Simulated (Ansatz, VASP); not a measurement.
## One calculation of Y, two programs

```
Y
1.0
     2.61712    0.00000    0.00000
    -1.30856    2.26649    0.00000
     0.00000    0.00000    4.43650
Y
2
Direct
  0.33333 0.66667 0.25000
  0.66667 0.33333 0.75000
```

Change from the starting cell: volume scaled by 0.4, LAPW.

Alike in both runs: task single point; functional PBE; k mesh 14 × 14 × 7; occupations fermi-dirac, width 0.05 eV; no spin polarisation.

|  | VASP | Ansatz |
| --- | --- | --- |
| version | VASP 6.6.1 | Ansatz 0.2.0 |
| potentials or method | VASP PAW PBE potentials, release 64 (Y_sv), cutoff 520 eV | all-electron LAPW, scalar-relativistic |

Ansatz gave:

```
pressure (GPa)                                                : 139.8
traceless stress, the component that is largest in VASP (GPa) : 0.21
```

Q: What did VASP give for the same quantities?

A: Pressure (GPa): 140.6; traceless stress, the component that is largest in VASP (GPa): -0.29.

Both programs put the cell under a high pressure, so it lies far from rest at this level. Ansatz ran all-electron here, and VASP with PAW potentials.

Noted on VASP's run: the cell as given lies far from equilibrium.
